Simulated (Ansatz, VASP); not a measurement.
One calculation of Zn, two programs

```xyz
1
Lattice="0.0000 1.9648 2.0630 1.9648 0.0000 2.0630 1.9648 1.9648 0.0000" Properties=species:S:1:pos:R:3 pbc="T T T"
Zn    0.0000    0.0000    0.0000
```

Change from the starting cell: strain +0.000 along x and y, +0.050 along z, atoms carried along.

Alike in both runs: task single point; functional PBE; k mesh 20 × 20 × 20; occupations gaussian, width 0.15 eV; no spin polarisation.

|  | VASP | Ansatz |
| --- | --- | --- |
| version | VASP 6.6.1 | Ansatz 0.2.0 |
| potentials or method | VASP PAW PBE potentials, release 64 (Zn), cutoff 520 eV | scalar-relativistic, plane waves, PAW |
| valence electrons in the cell | 12 | 12 |

```tsv
	VASP	Ansatz	Ansatz less VASP
gap on the k mesh at the Fermi level (eV)	none	none	-
pressure (GPa)	-2.6	-2.9	-0.31
traceless stress, the component that is largest in VASP (GPa)	-2.10	-2.09	+0.011
```

A gap of «none» marks a metal or a gap that the smearing closes.
